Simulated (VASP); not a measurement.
Set up this calculation in VASP 6.6.1, as the native input.

```
Task                   : single point
Functional             : LDA
Potentials or basis    : VASP PAW LDA potentials, release 64 (Tl_d, Cl)
Cutoff                 : 500 eV
k mesh                 : 8 × 8 × 8
Occupations            : gaussian, width 0.02 eV
Spin                   : no spin polarisation
Dipole correction      : no
Further INCAR settings : ALGO = Normal; EDIFF = 1e-06; NBANDS = 17
```

The structure of TlCl lies in POSCAR:

```
TlCl
1.0
    3.6695000000      0.0000000000      0.0000000000
    0.0000000000      3.6695000000      0.0000000000
    0.0000000000      0.0000000000      3.6695000000
Tl Cl
1 1
Direct
    0.0000000000      0.0000000000      0.0000000000
    0.5000000000      0.5000000000      0.5000000000
```

The input as run:

INCAR

```
PREC = Accurate
ENCUT = 500
EDIFF = 1E-6
ISMEAR = 0
SIGMA = 0.02
LREAL = False
LASPH = True
NELM = 120
ALGO = Normal
ISIF = 2
LWAVE = False
LCHARG = False
NBANDS = 17
GGA_COMPAT = False
```

KPOINTS

```
Automatic mesh
0
Gamma
  8 8 8
```

Potentials or basis: VASP PAW LDA potentials, release 64 (Tl_d, Cl).

Run with:

```bash
$ cat potpaw_LDA.64/Tl_d/POTCAR potpaw_LDA.64/Cl/POTCAR > POTCAR
$ mpirun -np 1 vasp_std > vasp.out
```

Results of the run:

```
Pressure               : 0.8 GPa
Band gap on the k mesh : 1.49 eV
```

Caveat: spin-orbit coupling is left out, which moves the levels of the heavy elements.

Run time: 13 s on 1 thread of AMD EPYC 9R45 (Zen 5) (shared host), peak memory 0.12 GiB.
